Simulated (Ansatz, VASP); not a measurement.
**One calculation of AlP, two programs**

Contents of INCAR:

```
ALGO = Normal ; EDIFF = 1E-6
ENCUT = 500 ; GGA_COMPAT = F
ISIF = 2 ; ISMEAR = 0
LASPH = T ; LCHARG = F
LREAL = F ; LWAVE = F
NBANDS = 11 ; NELM = 120
PREC = Accurate ; SIGMA = 0.02
```

The input KPOINTS:

```
k-points
0
Gamma
  10 10 10
```

The input POSCAR:

```
AlP
1.0
    0.0000000000      2.7168541817      2.7168541817
    2.7168541817      0.0000000000      2.7168541817
    2.7168541817      2.7168541817      0.0000000000
Al P
1 1
Direct
    0.0000000000      0.0000000000      0.0000000000
    0.2500000000      0.2500000000      0.2500000000
```

Input for Ansatz:

```yaml
crystal:
  lattice:
    - [0.0, 2.7168541817, 2.7168541817]
    - [2.7168541817, 0.0, 2.7168541817]
    - [2.7168541817, 2.7168541817, 0.0]
  atoms:
    - { symbol: Al, position: [0.0, 0.0, 0.0] }
    - { symbol: P, position: [0.25, 0.25, 0.25] }
basis:
  ecutwfc: 420
kpoints:
  mp_grid: { grid: [10, 10, 10] }
  band_path:
    path:
      - [[0.0, 0.0, 0.0], [-0.5, -0.5, 0.0], [-0.375, -0.375, 0.25]]
      - [[-0.375, 0.0, 0.375], [0.0, 0.0, 0.0], [0.0, 0.0, 0.5], [-0.5, -0.25, 0.25], [-0.5, -0.5, 0.0]]
    npoints: 10
hamiltonian:
  xc: lda
  pseudopotentials: { kind: paw, azcp: { folder: soft_1 } }
scf:
  occupations: { method: gaussian, width: 0.02 }
  n_extra_bands: 7
output:
  forces: true
  stress: true
  eigenvalues: true
```

Alike in both runs: task single point; functional LDA; k mesh 10 × 10 × 10; occupations gaussian, width 0.02 eV; no spin polarisation.

|  | VASP | Ansatz |
| --- | --- | --- |
| version | VASP 6.6.1 | Ansatz 0.2.0 |
| potentials or method | VASP PAW LDA potentials, release 64 (Al, P), cutoff 500 eV | scalar-relativistic, plane waves, PAW |
| valence electrons in the cell | 8 | 8 |

```csv
,VASP,Ansatz,Ansatz less VASP
gap on the k mesh at the Fermi level (eV),1.41,1.42,+0.005
least direct gap on the mesh (eV),3.24,3.23,-0.016
pressure (GPa),0.1,0.0,-0.05
```

Ansatz warns that its potentials were made for another functional, while VASP's fit it. LDA's correlation is that of Perdew and Zunger in VASP and of Perdew and Wang (1992) in Ansatz.
